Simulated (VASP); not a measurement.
# Al3GaN4 (Pm) in VASP: further runs

Al3GaN4 is run at these levels: r2SCAN; tasks: single point.

Program: VASP 6.6.1. These are calculated values, not measurements. Logs are shortened: lines on timing, memory, paths and dates and some standing lists are left out, and cuts for length are marked.

## (1) The cell of the first run

The structure is monoclinic, space group Pm (No. 6). The conventional cell has a = 4.997 Å, b = 3.102 Å, c = 5.370 Å, α = 90.00°, β = 90.04°, γ = 90.00°. Al (site symmetry m) has 4 N at 1.86 to 1.89 Å within 2.5 Å. Al (site symmetry m) has 4 N at 1.88 Å within 2.5 Å. Within 2.5 Å of Al (site symmetry m) lie 4 N at 1.88 to 1.89 Å. Ga (site symmetry m) has 4 N at 1.92 to 1.94 Å within 2.5 Å. Within 2.5 Å of N (site symmetry m) lie 3 Al at 1.88 Å and 1 Ga at 1.94 Å. N (site symmetry m) has 4 Al at 1.88 to 1.89 Å within 2.5 Å. Within 2.5 Å of N (site symmetry m) lie 2 Al at 1.86 to 1.88 Å and 2 Ga at 1.92 Å. Within 2.5 Å of N (site symmetry m) lie 3 Al at 1.87 to 1.89 Å and 1 Ga at 1.93 Å.

## (2) Single point, r2SCAN

Contents of POSCAR:

```
Al3GaN4
1.0
    4.9968375118      0.0000000000     -0.0000855967
    0.0000000000      3.1018603882      0.0000000000
   -0.0034206650      0.0000000000      5.3701134672
Al Ga N
3 1 4
Direct
    0.5003661516      0.5000000000      0.1673164271
    0.0008110095      0.5000000000      0.8349678782
    0.0011513553      0.0000000000      0.3315728672
    0.4994638951      0.0000000000      0.6661451186
    0.1104694741      0.0000000000      0.6662999675
    0.1226416486      0.5000000000      0.1671654546
    0.6253138114      0.5000000000      0.8406887577
    0.6233816544      0.0000000000      0.3258445291
```

Contents of INCAR.step1:

```
SYSTEM = Al3GaN4
PREC = Accurate ; ENCUT = 520
ISMEAR = 0 ; SIGMA = 0.02
LREAL = .False. ; LASPH = .True.
NELM = 60 ; NBANDS = 31
GGA = PE ; ALGO = Normal
EDIFF = 1E-4 ; LWAVE = .True.
LCHARG = .False.
```

Contents of INCAR.step2:

```
SYSTEM = Al3GaN4
PREC = Accurate ; ENCUT = 520
EDIFF = 1E-7 ; ISMEAR = 0
SIGMA = 0.02 ; LREAL = .False.
LASPH = .True. ; NELM = 60
ALGO = Normal ; ISIF = 2
LWAVE = .False. ; LCHARG = .True.
METAGGA = R2SCAN ; LMIXTAU = .True.
LELF = .True. ; LVHAR = .True.
NBANDS = 31 ; ISTART = 1
```

Contents of KPOINTS:

```
regular mesh
0
Gamma
  6 8 4
  0 0 0
```

Potentials or basis: VASP PAW PBE potentials, release 64 (Al, Ga_d, N).

On the command line:

```
$ cat potpaw_PBE.64/Al/POTCAR potpaw_PBE.64/Ga_d/POTCAR potpaw_PBE.64/N/POTCAR > POTCAR
$ cp INCAR.step1 INCAR
$ mpirun -np 1 vasp_std > vasp.out
$ cp INCAR.step2 INCAR
$ mpirun -np 1 vasp_std > vasp.out
```

OUTCAR:

```text
SYSTEM = Al3GaN4
   PREC = Accurate
   ENCUT = 520
   EDIFF = 1E-7
   ISMEAR = 0
   LREAL = .False.
   LASPH = .True.
   NELM = 60
   ISIF = 2
   METAGGA = R2SCAN
   ISTART = 1

 ion  position               nearest neighbor table
   1  0.500  0.500  0.167-   7 1.86   8 1.87   8 1.87   6 1.89   3 3.07   3 3.07   2 3.07   3 3.07
                             3 3.07   2 3.07   4 3.10   4 3.10   4 3.11   4 3.11
   2  0.001  0.500  0.835-   7 1.88   5 1.88   5 1.88   6 1.88   1 3.07   4 3.07   4 3.07   1 3.07
                             4 3.08   4 3.08   3 3.09   3 3.09   3 3.12   3 3.12
   3  0.001  0.000  0.332-   5 1.88   6 1.89   6 1.89   8 1.89   1 3.07   1 3.07   4 3.07   1 3.07
                             1 3.07   2 3.09   2 3.09   4 3.09   2 3.12   2 3.12
   4  0.499  0.000  0.666-   7 1.92   7 1.92   8 1.93   5 1.94   3 3.07   2 3.07   2 3.07   2 3.08
                             2 3.08   3 3.09   1 3.10   1 3.10   1 3.11   1 3.11
   5  0.110  0.000  0.666-   2 1.88   2 1.88   3 1.88   4 1.94
   6  0.123  0.500  0.167-   2 1.88   3 1.89   3 1.89   1 1.89
   7  0.625  0.500  0.841-   1 1.86   2 1.88   4 1.92   4 1.92
   8  0.623  0.000  0.326-   1 1.87   1 1.87   3 1.89   4 1.93

  LATTYP: Found a simple monoclinic cell.
 ALAT       =     4.9968375125
 B/A-ratio  =     0.6207647098
 C/A-ratio  =     1.0747026581
 COS(beta)  =    -0.0006541119

  Lattice vectors:

 A1 = (   4.9968375118,   0.0000000000,  -0.0000855967)
 A2 = (   0.0000000000,   3.1018603882,   0.0000000000)
 A3 = (  -0.0034206650,   0.0000000000,   5.3701134672)

Analysis of symmetry for initial positions (statically):
=====================================================================
 Subroutine PRICEL returns:
 Original cell was already a primitive cell.

 Routine SETGRP: Setting up the symmetry group for a
 simple monoclinic supercell.

 Subroutine GETGRP returns: Found  2 space group operations
 (whereof  2 operations were pure point group operations)
 out of a pool of  4 trial point group operations.

The static configuration has the point symmetry C_1h.

Analysis of symmetry for dynamics (positions and initial velocities):
=====================================================================
 Subroutine PRICEL returns:
 Original cell was already a primitive cell.

 Routine SETGRP: Setting up the symmetry group for a
 simple monoclinic supercell.

 Subroutine GETGRP returns: Found  2 space group operations
 (whereof  2 operations were pure point group operations)
 out of a pool of  4 trial point group operations.

The dynamic configuration has the point symmetry C_1h.

 Subroutine INISYM returns: Found  2 space group operations
 (whereof  2 operations are pure point group operations),
 and found     1 'primitive' translations

----------------------------------------------------------------------------------------

                                     Primitive cell

  volume of cell :      83.2340

  direct lattice vectors                    reciprocal lattice vectors
     4.996837512  0.000000000 -0.000085597     0.200126582  0.000000000  0.000127477
     0.000000000  3.101860388  0.000000000     0.000000000  0.322387172  0.000000000
    -0.003420665  0.000000000  5.370113467     0.000003190  0.000000000  0.186215807

  length of vectors
     4.996837513  3.101860388  5.370114557     0.200126622  0.322387172  0.186215807

  position of ions in fractional coordinates (direct lattice)
     0.500366152  0.500000000  0.167316427
     0.000811009  0.500000000  0.834967878
     0.001151355  0.000000000  0.331572867
     0.499463895  0.000000000  0.666145119
     0.110469474  0.000000000  0.666299968
     0.122641649  0.500000000  0.167165455
     0.625313811  0.500000000  0.840688758
     0.623381654  0.000000000  0.325844529

  ion indices of the primitive-cell ions
   primitive index   ion index
                 1           1
                 2           2
                 3           3
                 4           4
                 5           5
                 6           6
                 7           7
                 8           8

----------------------------------------------------------------------------------------

 KPOINTS: regular mesh

Automatic generation of k-mesh.
 Grid dimensions read from file:
 generate k-points for:    6    8    4

 Generating k-lattice:

  Cartesian coordinates                     Fractional coordinates (reciprocal lattice)
     0.033354430  0.000000000  0.000021246     0.166666667  0.000000000 -0.000000000
     0.000000000  0.040298397  0.000000000     0.000000000  0.125000000  0.000000000
     0.000000797  0.000000000  0.046553952     0.000000000  0.000000000  0.250000000

  Length of vectors
     0.033354437  0.040298397  0.046553952

  Shift w.r.t. Gamma in fractional coordinates (k-lattice)
     0.000000000  0.000000000  0.000000000

 Subroutine IBZKPT returns following result:
 ===========================================

 Found     70 irreducible k-points:

 Following reciprocal coordinates:
            Coordinates               Weight
  0.000000  0.000000  0.000000      1.000000
  0.166667  0.000000  0.000000      2.000000
  0.333333  0.000000  0.000000      2.000000
  0.500000  0.000000  0.000000      1.000000
  0.000000  0.125000  0.000000      2.000000
  0.166667  0.125000  0.000000      4.000000
[... 16 lines left out ...]
  0.333333  0.000000  0.250000      2.000000
  0.500000  0.000000  0.250000      2.000000
 [... further k-points ...]
   k-points           NKPTS =     70   k-points in BZ     NKDIM =     70   number of bands    NBANDS=     31
   number of dos      NEDOS =    301   number of ions     NIONS =      8
   total plane-waves  NPLWV =  38400
   dimension x,y,z NGX =    40 NGY =   24 NGZ =   40
   dimension x,y,z NGXF=    80 NGYF=   48 NGZF=   80
   ions per type =               3   1   4
   NGX,Y,Z   is equivalent  to a cutoff of  13.31, 12.86, 12.38 a.u.
   NGXF,Y,Z  is equivalent  to a cutoff of  26.62, 25.73, 24.77 a.u.
 SYSTEM =  Al3GaN4
   PREC   = accura    normal or accurate (medium, high low for compatibility)
   ISTART =      1    job   : 0-new  1-cont  2-samecut
   ICHARG =      0    charge: 1-file 2-atom 10-const
   ISPIN  =      1    spin polarized calculation?
   LNONCOLLINEAR =      F non collinear calculations
   LSORBIT =      F    spin-orbit coupling
   LASPH  =      T    aspherical Exc in radial PAW
   ENCUT  =  520.0 eV  38.22 Ry    6.18 a.u.   9.29  5.77  9.98*2*pi/ulx,y,z
   NELM   =     60;   NELMIN=  2; NELMDL=  0     # of ELM steps
   EDIFF  = 0.1E-06   stopping-criterion for ELM
   LREAL  =      F    real-space projection
   EDIFFG = 0.1E-05   stopping-criterion for IOM
   NSW    =      0    number of steps for IOM
   IBRION =     -1    ionic relax: 0-MD 1-quasi-New 2-CG
   NFREE  =      0    steps in history (QN), initial steepest desc. (CG)
   ISIF   =      2    stress and relaxation
   ISYM   =      2    0-nonsym 1-usesym 2-fastsym
   POTIM  = 0.5000    time-step for ionic-motion
   TEBEG  =    0.0;   TEEND  =   0.0 temperature during run
   PSTRESS=    0.0 pullay stress
   NELECT =      42.0000    total number of electrons
   NUPDOWN=      -1.0000    fix difference up-down
   EMIN   =  10.00;   EMAX   =-10.00  energy-range for DOS
   EFERMI =   0.00;   METHOD = LEGACY
   ISMEAR =     0;   SIGMA  =   0.02  broadening in eV -4-tet -1-fermi 0-gaus
   EFERMI_NEDOS =   21; number of points for ismear=-14 and -15
   IALGO  =     38    algorithm
   IMIX   =      4    mixing-type and parameters
     AMIX     =   0.40;   BMIX     =  1.00
     AMIX_MAG =   1.60;   BMIX_MAG =  1.00
  volume/ion in A,a.u.               =      10.40        70.21
  Fermi-wavevector in a.u.,A,eV,Ry     =   1.303340  2.462955 23.112139  1.698694
  Thomas-Fermi vector in A             =   2.434348
   LORBIT       =      0    0 simple, 1 ext, 2 COOP (PROOUT), +10 PAW based schemes
   METAGGA = R2SCAN    functional components
   LHFCALC =     F    Hartree Fock is set to
   AEXX    =    0.0000 exact exchange contribution
   IVDW    =     0    specifies the selected vdW correction
   LEPSILON=     F    determine dielectric tensor
   LRPA    =     F    only Hartree local field effects (RPA)
 non-spin polarized calculation
 Gauss-broadening in eV      SIGMA  =   0.02
  energy-cutoff  :      520.00
  volume of cell :       83.23
 maximum number of plane-waves:      2266
 NGX is ok and might be reduce to    40
   NGX = 19   NGY = 11   NGZ = 19

 number of electron      41.9999996 magnetization

 Free energy of the ion-electron system (eV)
  ---------------------------------------------------
  ext. energy  EPLUGINS =         0.00000000
  ---------------------------------------------------
  free energy    TOTEN  =       -79.52807861 eV

  energy without entropy =      -79.52807861  energy(sigma->0) =      -79.52807861

 E-fermi :   6.0219     XC(G=0): -11.8633

 val. band max:        5.8922161190   @ k =   0.0000   0.0000   0.0000
 cond. band min:      10.2483064589   @ k =   0.0000   0.0000   0.0000
 fundamental gap:      4.3560903399
 Fermi energy:         6.0218728000

 k-point     1 :       0.0000    0.0000    0.0000
  band No.  band energies     occupation
      1     -10.4295      2.00000
      2      -8.8791      2.00000
      3      -8.8382      2.00000
      4      -8.0158      2.00000
      5      -7.2765      2.00000
      6      -7.1617      2.00000
[... 23 lines left out ...]
     30      17.9700      0.00000
     31      18.0303      0.00000

 k-point     2 :       0.1667    0.0000    0.0000
  band No.  band energies     occupation
      1     -10.3282      2.00000
      2      -8.9219      2.00000
      3      -8.8409      2.00000
      4      -8.0728      2.00000
      5      -7.2767      2.00000
      6      -7.1647      2.00000
[... 23 lines left out ...]
     30      17.8669      0.00000
     31      18.1333      0.00000

 k-point     3 :       0.3333    0.0000    0.0000
  band No.  band energies     occupation
      1     -10.0454      2.00000
      2      -9.1682      2.00000
      3      -8.7962      2.00000
      4      -8.1601      2.00000
      5      -7.2772      2.00000
      6      -7.1716      2.00000
[... 23 lines left out ...]
     30      17.7070      0.00000
     31      17.8551      0.00000

 k-point     4 :       0.5000    0.0000    0.0000
  band No.  band energies     occupation
      1      -9.7396      2.00000
      2      -9.4738      2.00000
      3      -8.7733      2.00000
      4      -8.1866      2.00000
      5      -7.2774      2.00000
      6      -7.1761      2.00000
[... 23 lines left out ...]
     30      17.8544      0.00000
     31      17.9320      0.00000

 k-point     5 :       0.0000    0.1250    0.0000
  band No.  band energies     occupation
      1     -10.2856      2.00000
      2      -8.8434      2.00000
      3      -8.7828      2.00000
      4      -7.9810      2.00000
      5      -7.2559      2.00000
      6      -7.1493      2.00000
[... 23 lines left out ...]
     30      17.6415      0.00000
     31      18.3523      0.00000
[... 542 lines left out ...]
     30      17.7445      0.00000
     31      18.5044      0.00000

 k-point    22 :       0.1667    0.0000    0.2500
  band No.  band energies     occupation
      1     -10.1430      2.00000
      2      -9.1018      2.00000
      3      -8.8155      2.00000
      4      -8.1731      2.00000
      5      -7.2770      2.00000
      6      -7.1665      2.00000
[... 23 lines left out ...]
     30      18.0176      0.00000
     31      18.0507      0.00000

 k-point    23 :       0.3333    0.0000    0.2500
  band No.  band energies     occupation
      1      -9.8764      2.00000
      2      -9.0669      2.00000
      3      -8.9515      2.00000
      4      -8.2953      2.00000
      5      -7.2775      2.00000
      6      -7.1674      2.00000
[... 23 lines left out ...]
     30      17.8410      0.00000
     31      18.1930      0.00000

 k-point    24 :       0.5000    0.0000    0.2500
  band No.  band energies     occupation
      1      -9.6060      2.00000
      2      -9.3162      2.00000
      3      -8.8718      2.00000
      4      -8.3813      2.00000
      5      -7.2778      2.00000
      6      -7.1705      2.00000
[... 23 lines left out ...]
     30      17.8188      0.00000
     31      18.2877      0.00000

 [... further k-points ...]
[... 5 lines left out ...]
  --------------------------------------------------------------------------------------
  -------------------------------------------------------------------------------------
  Total        2.6308407      2.6242028      2.6306264      0.0000000      0.0000000     -0.0004320
  in kB       50.6412251     50.5134516     50.6370993      0.0000000      0.0000000     -0.0083158
  external PRESSURE =      50.5972587 kB  Pullay stress =       0.0000000 kB

 VOLUME and BASIS-vectors are now :
 -----------------------------------------------------------------------------
  energy-cutoff  :      520.00
  volume of cell :       83.23
      direct lattice vectors                 reciprocal lattice vectors
     4.996837512  0.000000000 -0.000085597     0.200126582  0.000000000  0.000127477
     0.000000000  3.101860388  0.000000000     0.000000000  0.322387172  0.000000000
    -0.003420665  0.000000000  5.370113467     0.000003190  0.000000000  0.186215807

 POSITION                                       TOTAL-FORCE (eV/Angst)
 -----------------------------------------------------------------------------------
      2.49968      1.55093      0.89847         0.004789      0.000000      0.002056
      0.00120      1.55093      4.48387         0.002148      0.000000      0.004189
      0.00462      0.00000      1.78058         0.001642      0.000000     -0.000821
      2.49346      0.00000      3.57723         0.001824      0.000000     -0.016580
      0.54972      0.00000      3.57810        -0.075714      0.000000      0.001389
      0.61225      1.55093      0.89769        -0.002164      0.000000      0.002434
      3.12172      1.55093      4.51454         0.047482      0.000000      0.081104
      3.11382      0.00000      1.74977         0.019994      0.000000     -0.073771
 -----------------------------------------------------------------------------------
    total drift:                                0.052400     -0.000000     -0.014065

  FREE ENERGIE OF THE ION-ELECTRON SYSTEM (eV)
  ---------------------------------------------------
  free  energy   TOTEN  =       -79.5280786138 eV

  energy  without entropy=      -79.5280786138  energy(sigma->0) =      -79.52807861
```

It took 4.2 min on 1 thread of Intel Xeon 6975P-C (Granite Rapids), shared host; peak memory 0.3 GiB.

What came out:

* Free energy: -79.5281 eV
* Pressure: 5.1 GPa
* Largest force: 0.094 eV/Å
* Band gap on the k mesh: 4.36 eV

Forces on the atoms (eV/Å):
```
Al   0.005  0.000  0.002
Al   0.002  0.000  0.004
Al   0.002  0.000 -0.001
Ga   0.002  0.000 -0.017
N   -0.076  0.000  0.001
N   -0.002  0.000  0.002
N    0.047  0.000  0.081
N    0.020  0.000 -0.074
```

Caveat: the cell stands under pressure; the PAW data sets were made with another functional, which shifts forces and pressure a little. A k mesh can miss the band edges.

(Continued in part 2 of 2.)
